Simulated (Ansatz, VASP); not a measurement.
## One calculation of C21O, two programs

```
C O
1.0
     4.92987    0.00000    0.00000
     0.00000    6.61065    0.00000
     0.00000    0.00000   23.04623
C O
21 1
Direct
  0.25000 0.62982 0.17356
  0.75000 0.62982 0.17356
  0.00000 0.53734 0.18936
  0.50000 0.53734 0.18936
  0.00000 0.35221 0.22088
  0.50000 0.35221 0.22088
  0.25000 0.25973 0.23668
  0.75000 0.25973 0.23668
  0.25000 0.07460 0.26819
  0.75000 0.07460 0.26819
  0.00000 0.98366 0.28443
  0.50000 0.98366 0.28443
  0.00000 0.79897 0.31691
  0.50000 0.79897 0.31691
  0.25000 0.70827 0.33247
  0.75000 0.70827 0.33247
  0.25000 0.51517 0.36435
  0.75000 0.51517 0.36435
  0.00000 0.43193 0.37734
  0.50000 0.43193 0.37734
  0.12500 0.93193 0.56609
  0.12500 0.93193 0.51619
```

Alike in both runs: task single point; functional PBE; dispersion D3(BJ); k mesh 6 × 4 × 1; occupations gaussian, width 0.05 eV; no spin polarisation.

|  | VASP | Ansatz |
| --- | --- | --- |
| version | VASP 6.6.1 | Ansatz 0.2.0 |
| potentials or method | VASP PAW PBE potentials, release 64 (C, O), cutoff 520 eV | scalar-relativistic, plane waves, PAW |
| valence electrons in the cell | 90 | 90 |

```tsv
	VASP	Ansatz	Ansatz less VASP
gap on the k mesh at the Fermi level (eV)	none	none	-
rms of the force components (eV/Å)	0.704	0.749	+0.0450
work function, face that differs most (eV)	5.52	5.54	+0.025
```

A gap of «none» marks a metal or a gap that the smearing closes.

Noted on VASP's run: the standard files for N, O and F lose accuracy on very short bonds.
